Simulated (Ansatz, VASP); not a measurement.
## One calculation of MgH2, two programs

```
CELL_PARAMETERS angstrom
2.38404 -2.38030 0.00000
2.38404 2.38030 0.00000
0.00000 0.00000 3.32200
ATOMIC_POSITIONS crystal
Mg 0.00000 0.00000 0.00000
H 0.50000 0.50000 0.50000
H 0.00000 0.00000 0.50000
```

Alike in both runs: functional PBE; k mesh 4 × 4 × 5; occupations gaussian, width 0.15 eV; no spin polarisation.

Ansatz relaxed the structure, and its values are those at the end. VASP's run is a single point on that final structure, the one shown.

```csv
,VASP,Ansatz
version,VASP 6.6.1,Ansatz 0.2.0
potentials or method,"VASP PAW PBE potentials, release 64 (Mg, H), cutoff 600 eV","scalar-relativistic, plane waves, PAW"
valence electrons in the cell,4,12
```

|  | VASP | Ansatz | Ansatz less VASP |
| --- | --- | --- | --- |
| gap on the k mesh at the Fermi level (eV) | none | none | - |
| pressure (GPa) | -0.1 | -0.1 | +0.06 |

A gap of «none» marks a metal or a gap that the smearing closes. VASP's potentials hold 4 valence electrons a cell and Ansatz's 12, so a difference there can come from the potentials and not from the codes.

The k mesh is coarse, so the values compare programs but aren't converged.
